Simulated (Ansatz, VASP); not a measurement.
**BaTiO3 in VASP and in Ansatz**

```
Ba Ti O
1.0
     3.99980    0.00000    0.00000
     0.00000    3.99980    0.00000
     0.00000    0.00000    3.89746
Ba Ti O
1 1 3
Direct
  0.00000 0.00000 0.00000
  0.50000 0.50000 0.50000
  0.50000 0.50000 0.00000
  0.50000 0.00000 0.50000
  0.00000 0.50000 0.50000
```

Change from the starting cell: zz strain of -3 %.

Alike in both runs: task single point; functional PBE; k mesh 7 × 7 × 7; occupations fermi-dirac, width 0.03 eV; no spin polarisation.

|  | VASP | Ansatz |
| --- | --- | --- |
| version | VASP 6.6.1 | Ansatz 0.2.0 |
| potentials or method | VASP PAW PBE potentials, release 64 (Ba_sv, Ti_sv, O), cutoff 520 eV | all-electron LAPW, scalar-relativistic |

|  | VASP | Ansatz | Ansatz less VASP |
| --- | --- | --- | --- |
| gap on the k mesh at the Fermi level (eV) | 1.82 | 1.89 | +0.065 |
| pressure (GPa) | 9.4 | 7.4 | -1.98 |
| traceless stress, the component that is largest in VASP (GPa) | 4.00 | 3.87 | -0.130 |

Ansatz ran all-electron here, and VASP with PAW potentials.

Neither program's run includes spin-orbit coupling.
